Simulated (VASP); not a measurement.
MgO:

```
CELL_PARAMETERS angstrom
0.00000 2.00978 2.00978
2.00978 0.00000 2.00978
2.00978 2.00978 0.00000
ATOMIC_POSITIONS crystal
Mg 0.00000 0.00000 0.00000
O 0.50000 0.50000 0.50000
```

```yaml
Program: VASP 6.6.1
Task: relaxation of cell and atoms
Functional: PBE
Potentials_or_basis: VASP PAW PBE potentials, release 64 (Mg, O)
Cutoff: 600 eV
k_mesh: 10 × 10 × 10
Occupations: fermi-dirac, width 0.02 eV
Spin: no spin polarisation
```

At the start: pressure 35.1 GPa; volume 8.12 Å³/atom.

Q: How do energy, volume and symmetry change on relaxing?

A: Over 5 steps the energy falls by 138.1 meV/atom and the volume is 9.57 Å³/atom (+17.9 %); space group Fm-3m (No. 225, to 0.1 Å) before and after.

The path:
```csv
step,energy change (eV),largest force (eV/Å),pressure (GPa),volume (Å³)
1,0.0000,0.0000,35.07,16.24
2,-0.2188,0.0000,-10.52,20.78
3,-0.2761,0.0000,0.13,19.13
4,-0.2761,0.0000,-0.35,19.19
5,-0.2762,0.0000,0.08,19.14
```

Final structure:
```yaml
crystal:
  lattice:
    - [0.00000, 2.12296, 2.12296]
    - [2.12296, 0.00000, 2.12296]
    - [2.12296, 2.12296, 0.00000]
  atoms:
    - { symbol: Mg, position: [0.00000, 0.00000, 0.00000] }
    - { symbol: O, position: [0.50000, 0.50000, 0.50000] }
```

Caveat: the volume moved by over 15 % at a fixed basis, so the end points are rough.
